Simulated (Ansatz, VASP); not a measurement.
# GaN: VASP beside Ansatz

INCAR

```
ALGO = Normal ; EDIFF = 1E-6
EDIFFG = -0.001 ; ENCUT = 600
GGA = PE ; IBRION = 2
ISIF = 3 ; ISMEAR = 0
KPAR = 4 ; LASPH = T
LCHARG = F ; LREAL = F
LWAVE = F ; NELM = 80
NSW = 80 ; PREC = Accurate
SIGMA = 0.01
```

KPOINTS

```
k-points
0
Gamma
  12 12 2
```

POSCAR

```
GaN
1.0
    3.2168423278      0.0000000289      0.0000000000
   -1.6084211889      2.7858671615      0.0000000000
    0.0000000000      0.0000000000     15.7475143000
Ga N
6 6
Direct
    0.0000000000      0.0000000000      0.1875310000
    0.0000000000      0.0000000000      0.6875310000
    0.3333333333      0.6666666667      0.5207130000
    0.6666666667      0.3333333333      0.0207130000
    0.3333333333      0.6666666667      0.8539850000
    0.6666666667      0.3333333333      0.3539850000
    0.0000000000      0.0000000000      0.3126460000
    0.0000000000      0.0000000000      0.8126460000
    0.3333333333      0.6666666667      0.9792100000
    0.6666666667      0.3333333333      0.4792100000
    0.3333333333      0.6666666667      0.6459160000
    0.6666666667      0.3333333333      0.1459160000
```

Input for Ansatz:

```yaml
crystal:
  lattice:
    - [3.2168423278, 2.89e-08, 0.0]
    - [-1.6084211889, 2.7858671615, 0.0]
    - [0.0, 0.0, 15.7475143]
  atoms:
    - { symbol: Ga, position: [0.0, 0.0, 0.187531] }
    - { symbol: Ga, position: [0.0, 0.0, 0.687531] }
    - { symbol: Ga, position: [0.3333333333, 0.6666666667, 0.520713] }
    - { symbol: Ga, position: [0.6666666667, 0.3333333333, 0.020713] }
    - { symbol: Ga, position: [0.3333333333, 0.6666666667, 0.853985] }
    - { symbol: Ga, position: [0.6666666667, 0.3333333333, 0.353985] }
    - { symbol: "N", position: [0.0, 0.0, 0.312646] }
    - { symbol: "N", position: [0.0, 0.0, 0.812646] }
    - { symbol: "N", position: [0.3333333333, 0.6666666667, 0.97921] }
    - { symbol: "N", position: [0.6666666667, 0.3333333333, 0.47921] }
    - { symbol: "N", position: [0.3333333333, 0.6666666667, 0.645916] }
    - { symbol: "N", position: [0.6666666667, 0.3333333333, 0.145916] }
basis:
  ecutwfc: 420
kpoints:
  mp_grid: { grid: [12, 12, 2] }
hamiltonian:
  xc: pbe
scf:
  occupations: { method: fixed }
output:
  forces: true
  stress: true
  eigenvalues: true
relax:
  adjacent_minimum: "off"
  f_tol: 0.001
  max_steps: 60
  cell: { stress_tol: 0.01 }
```

Alike in both runs: task relaxation of cell and atoms; functional PBE; k mesh 12 × 12 × 2; no spin polarisation.

|  | VASP | Ansatz |
| --- | --- | --- |
| version | VASP 6.6.1 | Ansatz 0.2.0 |
| potentials or method | VASP PAW PBE potentials, release 64 (Ga_d, N), cutoff 600 eV | scalar-relativistic, plane waves, PAW |
| occupations | gaussian, width 0.01 eV | fixed |
| valence electrons in the cell | 108 | 108 |

```csv
,VASP,Ansatz,Ansatz less VASP
"gap on the k mesh at the Fermi level, each at its own relaxed structure (eV)",1.60,1.59,-0.008
relaxed volume (Å³/atom),11.76,11.76,+0.004
relaxed length of the cell vector where the two differ most in proportion (Å),3.216,3.217,+0.0004
```
